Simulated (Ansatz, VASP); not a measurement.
**Ti3Ga: VASP beside Ansatz**

```
Ti Ga
1.0
     0.00000    3.19774    3.19774
     3.19774    0.00000    3.19774
     3.19774    3.19774    0.00000
Ti Ga
3 1
Direct
  0.75000 0.75000 0.75000
  0.25000 0.25000 0.25000
  0.00000 0.00000 0.00000
  0.50000 0.50000 0.50000
```

Alike in both runs: task single point; functional LDA; k mesh 6 × 6 × 6; occupations gaussian, width 0.3 eV; no spin polarisation.

|  | VASP | Ansatz |
| --- | --- | --- |
| version | VASP 6.6.1 | Ansatz 0.2.0 |
| potentials or method | VASP PAW LDA potentials, release 64 (Ti_sv, Ga_d) | plane waves, PAW |
| plane-wave cutoff (eV) | 500 | 420 |
| valence electrons in the cell | 49 | 49 |

|  | VASP | Ansatz | Ansatz less VASP |
| --- | --- | --- | --- |
| pressure (GPa) | -8.5 | -8.5 | -0.06 |

LDA's correlation is that of Perdew and Zunger in VASP and of Perdew and Wang (1992) in Ansatz.
